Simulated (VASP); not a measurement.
Input of a VASP 6.6.1 run:

The input INCAR:

```
PREC     = Accurate       # precision mode
ENCUT    = 520            # plane-wave cutoff, eV
EDIFF    = 1E-6           # SCF threshold, eV
ISMEAR   = 0              # smearing method
SIGMA    = 0.1            # smearing width, eV
LREAL    = F              # projectors in reciprocal space
LASPH    = T              # aspherical terms in the spheres
NELM     = 100            # most SCF steps
ALGO     = Normal         # electronic algorithm
ISIF     = 2              # what is computed and relaxed
LWAVE    = F              # write WAVECAR
LCHARG   = F              # write CHGCAR
GGA      = PE             # functional
NBANDS   = 35             # bands
```

KPOINTS

```
regular mesh
0
Gamma
  6 6 6
```

The input POSCAR:

```
Al2O3
1.0
    2.4025136104      1.3870918797      4.3720844159
   -2.4025136104      1.3870918797      4.3720844159
    0.0000000000     -2.7741837594      4.3720844159
Al O
4 6
Direct
    0.1479040000      0.1479040000      0.1479040000
    0.3520960000      0.3520960000      0.3520960000
    0.6479040000      0.6479040000      0.6479040000
    0.8520960000      0.8520960000      0.8520960000
    0.9438545000      0.5561455000      0.2500000000
    0.4438545000      0.7500000000      0.0561455000
    0.5561455000      0.2500000000      0.9438545000
    0.2500000000      0.9438545000      0.5561455000
    0.7500000000      0.0561455000      0.4438545000
    0.0561455000      0.4438545000      0.7500000000
```

Potentials or basis: VASP PAW PBE potentials, release 64 (Al, O).

Command:

```console
$ cat potpaw_PBE.64/Al/POTCAR potpaw_PBE.64/O/POTCAR > POTCAR
$ mpirun -np 1 vasp_std > vasp.out
```

(1) Predict the band gap on the k mesh.

(2) Estimate the pressure.

(3) Predict the largest force.

Results:

(1) 5.88 eV.

(2) 0.3 GPa.

(3) 0.013 eV/Å.
